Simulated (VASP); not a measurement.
# SnSe (rocksalt type) (Fm-3m) in VASP: relaxation of cell and atoms with PBE

Aim: the relaxation of cell and atoms of SnSe (rocksalt type) with PBE.

Everything below comes from runs of VASP 6.6.1. Logs are shortened: lines on timing, memory, paths and dates and some standing lists are left out, and cuts for length are marked.

## (1) The cell of the first run

It takes space group Fm-3m (No. 225, cubic). Conventional cell: a = 5.918 Å, b = 5.918 Å, c = 5.918 Å, α = 90.00°, β = 90.00°, γ = 90.00°. Sn (site symmetry m-3m) has 6 Se at 2.96 Å within 3.9 Å. Se (site symmetry m-3m) has 6 Sn at 2.96 Å within 3.9 Å.

## (2) Relaxation of cell and atoms, PBE, target pressure 4.1 GPa, at which the enthalpy is minimised

Contents of INCAR:

```
PREC = Accurate
ENCUT = 600
EDIFF = 1E-6
ISMEAR = -1
SIGMA = 0.05
LREAL = F
LASPH = T
NELM = 80
ALGO = Normal
ISIF = 3
LWAVE = F
LCHARG = F
GGA = PE
IBRION = 2
NSW = 60
EDIFFG = -0.005
PSTRESS = 41.0
```

Contents of KPOINTS:

```
regular mesh
0
Gamma
  13 13 13
```

Contents of POSCAR:

```
SnSe
1.0
    0.0000000000      2.9588057986      2.9588057986
    2.9588057986      0.0000000000      2.9588057986
    2.9588057986      2.9588057986      0.0000000000
Sn Se
1 1
Direct
    0.0000000000      0.0000000000      0.0000000000
    0.5000000000      0.5000000000      0.5000000000
```

Potentials or basis: VASP PAW PBE potentials, release 64 (Sn_d, Se).

Started as:

```bash
$ cat potpaw_PBE.64/Sn_d/POTCAR potpaw_PBE.64/Se/POTCAR > POTCAR
$ mpirun -np 1 vasp_std > vasp.out
```

OUTCAR:

```text
PREC = Accurate
   ENCUT = 600
   EDIFF = 1E-6
   ISMEAR = -1
   LREAL = F
   LASPH = T
   NELM = 80
   ISIF = 3
   GGA = PE
   IBRION = 2
   NSW = 60
   EDIFFG = -0.005
   PSTRESS = 41.0

 ion  position               nearest neighbor table
   1  0.000  0.000  0.000-   2 2.96   2 2.96   2 2.96   2 2.96   2 2.96   2 2.96
   2  0.500  0.500  0.500-   1 2.96   1 2.96   1 2.96   1 2.96   1 2.96   1 2.96

  LATTYP: Found a face centered cubic cell.
 ALAT       =     5.9176115972

  Lattice vectors:

 A1 = (   0.0000000000,   2.9588057986,   2.9588057986)
 A2 = (   2.9588057986,   0.0000000000,   2.9588057986)
 A3 = (   2.9588057986,   2.9588057986,   0.0000000000)

Analysis of symmetry for initial positions (statically):
=====================================================================
 Subroutine PRICEL returns:
 Original cell was already a primitive cell.

 Routine SETGRP: Setting up the symmetry group for a
 face centered cubic supercell.

 Subroutine GETGRP returns: Found 48 space group operations
 (whereof 48 operations were pure point group operations)
 out of a pool of 48 trial point group operations.

The static configuration has the point symmetry O_h .

Analysis of symmetry for dynamics (positions and initial velocities):
=====================================================================
 Subroutine PRICEL returns:
 Original cell was already a primitive cell.

 Routine SETGRP: Setting up the symmetry group for a
 face centered cubic supercell.

 Subroutine GETGRP returns: Found 48 space group operations
 (whereof 48 operations were pure point group operations)
 out of a pool of 48 trial point group operations.

The dynamic configuration has the point symmetry O_h .

 Subroutine INISYM returns: Found 48 space group operations
 (whereof 48 operations are pure point group operations),
 and found     1 'primitive' translations

----------------------------------------------------------------------------------------

                                     Primitive cell

  volume of cell :      51.8059

  direct lattice vectors                    reciprocal lattice vectors
     0.000000000  2.958805799  2.958805799    -0.168987096  0.168987096  0.168987096
     2.958805799  0.000000000  2.958805799     0.168987096 -0.168987096  0.168987096
     2.958805799  2.958805799  0.000000000     0.168987096  0.168987096 -0.168987096

  length of vectors
     4.184383289  4.184383289  4.184383289     0.292694236  0.292694236  0.292694236

  position of ions in fractional coordinates (direct lattice)
     0.000000000  0.000000000  0.000000000
     0.500000000  0.500000000  0.500000000

  ion indices of the primitive-cell ions
   primitive index   ion index
                 1           1
                 2           2

----------------------------------------------------------------------------------------

 KPOINTS: regular mesh

Automatic generation of k-mesh.
 Grid dimensions read from file:
 generate k-points for:   13   13   13

 Generating k-lattice:

  Cartesian coordinates                     Fractional coordinates (reciprocal lattice)
    -0.012999007  0.012999007  0.012999007     0.076923077  0.000000000  0.000000000
     0.012999007 -0.012999007  0.012999007     0.000000000  0.076923077  0.000000000
     0.012999007  0.012999007 -0.012999007     0.000000000  0.000000000  0.076923077

  Length of vectors
     0.022514941  0.022514941  0.022514941

  Shift w.r.t. Gamma in fractional coordinates (k-lattice)
     0.000000000  0.000000000  0.000000000

 Subroutine IBZKPT returns following result:
 ===========================================

 Found     84 irreducible k-points:

 Following reciprocal coordinates:
            Coordinates               Weight
  0.000000  0.000000  0.000000      1.000000
  0.076923  0.000000  0.000000      8.000000
  0.153846  0.000000  0.000000      8.000000
  0.230769  0.000000  0.000000      8.000000
  0.307692  0.000000  0.000000      8.000000
  0.384615  0.000000  0.000000      8.000000
[... 16 lines left out ...]
  0.384615  0.153846  0.000000     24.000000
  0.461538  0.153846  0.000000     24.000000
 [... further k-points ...]
   k-points           NKPTS =     84   k-points in BZ     NKDIM =     84   number of bands    NBANDS=     14
   number of dos      NEDOS =    301   number of ions     NIONS =      2
   total plane-waves  NPLWV =  46656
   dimension x,y,z NGX =    36 NGY =   36 NGZ =   36
   dimension x,y,z NGXF=    72 NGYF=   72 NGZF=   72
   ions per type =               1   1
   NGX,Y,Z   is equivalent  to a cutoff of  14.30, 14.30, 14.30 a.u.
   NGXF,Y,Z  is equivalent  to a cutoff of  28.61, 28.61, 28.61 a.u.
 SYSTEM =  unknown system
   PREC   = accura    normal or accurate (medium, high low for compatibility)
   ISTART =      0    job   : 0-new  1-cont  2-samecut
   ICHARG =      2    charge: 1-file 2-atom 10-const
   ISPIN  =      1    spin polarized calculation?
   LNONCOLLINEAR =      F non collinear calculations
   LSORBIT =      F    spin-orbit coupling
   LASPH  =      T    aspherical Exc in radial PAW
   ENCUT  =  600.0 eV  44.10 Ry    6.64 a.u.   8.36  8.36  8.36*2*pi/ulx,y,z
   NELM   =     80;   NELMIN=  2; NELMDL= -5     # of ELM steps
   EDIFF  = 0.1E-05   stopping-criterion for ELM
   LREAL  =      F    real-space projection
   EDIFFG = -.5E-02   stopping-criterion for IOM
   NSW    =     60    number of steps for IOM
   IBRION =      2    ionic relax: 0-MD 1-quasi-New 2-CG
   NFREE  =      1    steps in history (QN), initial steepest desc. (CG)
   ISIF   =      3    stress and relaxation
   ISYM   =      2    0-nonsym 1-usesym 2-fastsym
   POTIM  = 0.5000    time-step for ionic-motion
   TEBEG  =    0.0;   TEEND  =   0.0 temperature during run
   PSTRESS=   41.0 pullay stress
   NELECT =      20.0000    total number of electrons
   NUPDOWN=      -1.0000    fix difference up-down
   EMIN   =  10.00;   EMAX   =-10.00  energy-range for DOS
   EFERMI =   0.00;   METHOD = LEGACY
   ISMEAR =    -1;   SIGMA  =   0.05  broadening in eV -4-tet -1-fermi 0-gaus
   EFERMI_NEDOS =   21; number of points for ismear=-14 and -15
   IALGO  =     38    algorithm
   IMIX   =      4    mixing-type and parameters
     AMIX     =   0.40;   BMIX     =  1.00
     AMIX_MAG =   1.60;   BMIX_MAG =  1.00
  volume/ion in A,a.u.               =      25.90       174.80
  Fermi-wavevector in a.u.,A,eV,Ry     =   1.192042  2.252634 19.333404  1.420965
  Thomas-Fermi vector in A             =   2.328090
   LORBIT       =      0    0 simple, 1 ext, 2 COOP (PROOUT), +10 PAW based schemes
   GGA     = PE    functional components
   LHFCALC =     F    Hartree Fock is set to
   AEXX    =    0.0000 exact exchange contribution
   IVDW    =     0    specifies the selected vdW correction
   LEPSILON=     F    determine dielectric tensor
   LRPA    =     F    only Hartree local field effects (RPA)
 conjugate gradient relaxation of ions
 non-spin polarized calculation
  energy-cutoff  :      600.00
  volume of cell :       51.81
 maximum number of plane-waves:      1759
 NGX is ok and might be reduce to    36
   NGX = 17   NGY = 17   NGZ = 17

 number of electron      19.9999999 magnetization

 Free energy of the ion-electron system (eV)
  ---------------------------------------------------
  ext. energy  EPLUGINS =         0.00000000
  ---------------------------------------------------
  free energy    TOTEN  =        -8.16740367 eV

  energy without entropy =       -8.16682039  energy(sigma->0) =       -8.16711203

 E-fermi :   6.4071     XC(G=0):  -9.8336

 val. band max:        6.2613919697   @ k =  -0.3846   0.0769   0.0000
 cond. band min:       6.5736072516   @ k =  -0.3846   0.0769   0.0000
 fundamental gap:      0.3122152819
 Fermi energy:         6.4070574960

 k-point     1 :       0.0000    0.0000    0.0000
  band No.  band energies     occupation
      1     -15.4225      2.00000
      2     -15.4225      2.00000
      3     -15.4225      2.00000
      4     -15.4224      2.00000
      5     -15.4224      2.00000
      6      -8.0501      2.00000
      7       1.2836      2.00000
      8       3.8369      2.00000
      9       3.8369      2.00000
     10       3.8369      2.00000
     11      10.6880      0.00000
     12      10.6880      0.00000
     13      10.6880      0.00000
     14      11.9755      0.00000

 k-point     2 :       0.0769    0.0000    0.0000
  band No.  band energies     occupation
      1     -15.4231      2.00000
      2     -15.4231      2.00000
      3     -15.4224      2.00000
      4     -15.4216      2.00000
      5     -15.4216      2.00000
      6      -8.0040      2.00000
      7       0.9770      2.00000
      8       3.8443      2.00000
      9       3.8443      2.00000
     10       4.0903      2.00000
     11      10.2504      0.00000
     12      10.3227      0.00000
     13      10.3227      0.00000
     14      11.9908      0.00000

 k-point     3 :       0.1538    0.0000    0.0000
  band No.  band energies     occupation
      1     -15.4247      2.00000
      2     -15.4247      2.00000
      3     -15.4219      2.00000
      4     -15.4191      2.00000
      5     -15.4191      2.00000
      6      -7.8700      2.00000
      7       0.2996      2.00000
      8       3.8682      2.00000
      9       3.8682      2.00000
     10       4.6078      2.00000
     11       9.4280      0.00000
     12       9.5872      0.00000
     13       9.5872      0.00000
     14      12.0139      0.00000
[... 324 lines left out ...]
 k-point    23 :       0.3846    0.1538    0.0000
  band No.  band energies     occupation
      1     -15.4366      2.00000
      2     -15.4250      2.00000
      3     -15.4219      2.00000
      4     -15.4114      2.00000
      5     -15.4074      2.00000
      6      -7.2053      2.00000
      7      -1.2691      2.00000
      8       3.2224      2.00000
      9       3.2855      2.00000
     10       4.9020      2.00000
     11       7.8363      0.00000
     12       9.2021      0.00000
     13       9.4930      0.00000
     14      11.6443      0.00000

 k-point    24 :       0.4615    0.1538    0.0000
  band No.  band energies     occupation
      1     -15.4376      2.00000
      2     -15.4272      2.00000
      3     -15.4197      2.00000
      4     -15.4102      2.00000
      5     -15.4058      2.00000
      6      -7.0044      2.00000
      7      -1.7038      2.00000
      8       2.9993      2.00000
      9       3.4135      2.00000
     10       4.9293      2.00000
     11       7.7563      0.00000
     12       8.6365      0.00000
     13       9.4699      0.00000
     14      12.4329      0.00000

 [... further k-points ...]

------------------------ aborting loop because EDIFF is reached ----------------------------------------

  FORCE on cell =-STRESS in cart. coord.  units (eV):
  Direction    XX          YY          ZZ          XY          YZ          ZX
  --------------------------------------------------------------------------------------
  -------------------------------------------------------------------------------------
  Total        1.3294572      1.3294572      1.3294572      0.0000000      0.0000000      0.0000000
  in kB       41.1154980     41.1154980     41.1154980      0.0000000      0.0000000      0.0000000
  external PRESSURE =       0.1154980 kB  Pullay stress =      41.0000000 kB

 VOLUME and BASIS-vectors are now :
 -----------------------------------------------------------------------------
  energy-cutoff  :      600.00
  volume of cell :       51.81
      direct lattice vectors                 reciprocal lattice vectors
     0.000000000  2.958805799  2.958805799    -0.168987096  0.168987096  0.168987096
     2.958805799  0.000000000  2.958805799     0.168987096 -0.168987096  0.168987096
     2.958805799  2.958805799  0.000000000     0.168987096  0.168987096 -0.168987096

 POSITION                                       TOTAL-FORCE (eV/Angst)
 -----------------------------------------------------------------------------------
      0.00000      0.00000      0.00000        -0.000000      0.000000      0.000000
      2.95881      2.95881      2.95881         0.000000     -0.000000     -0.000000
 -----------------------------------------------------------------------------------
    total drift:                               -0.000000      0.000000      0.000000

  FREE ENERGIE OF THE ION-ELECTRON SYSTEM (eV)
  ---------------------------------------------------
  free  energy   TOTEN  =        -8.1674036655 eV

  energy  without entropy=       -8.1668203853  energy(sigma->0) =       -8.16711203

  enthalpy is  TOTEN    =        -6.8416810852 eV   P V=        1.3257225803

 reached required accuracy - stopping structural energy minimisation
```

Wall time 54 s (1 thread of Intel Xeon Platinum 8259CL at 2.50GHz (Skylake/Cascade Lake), shared host); peak memory 0.25 GiB.

Results:

| Quantity | Value |
| --- | --- |
| Free energy | -8.1674 eV |
| Pressure after relaxing | 4.1 GPa |

Final structure:
```
CELL_PARAMETERS angstrom
0.00000 2.95881 2.95881
2.95881 0.00000 2.95881
2.95881 2.95881 0.00000
ATOMIC_POSITIONS crystal
Sn 0.00000 0.00000 0.00000
Se 0.50000 0.50000 0.50000
```

Caveat: the relaxation stopped at its first step, so nothing moved; this odd mesh misses L, so gap, dielectric constants and Born charges aren't listed; the cell is relaxed towards a set pressure, so the run minimises the enthalpy, not the energy; spin-orbit coupling is left out, which moves the levels of the heavy elements.
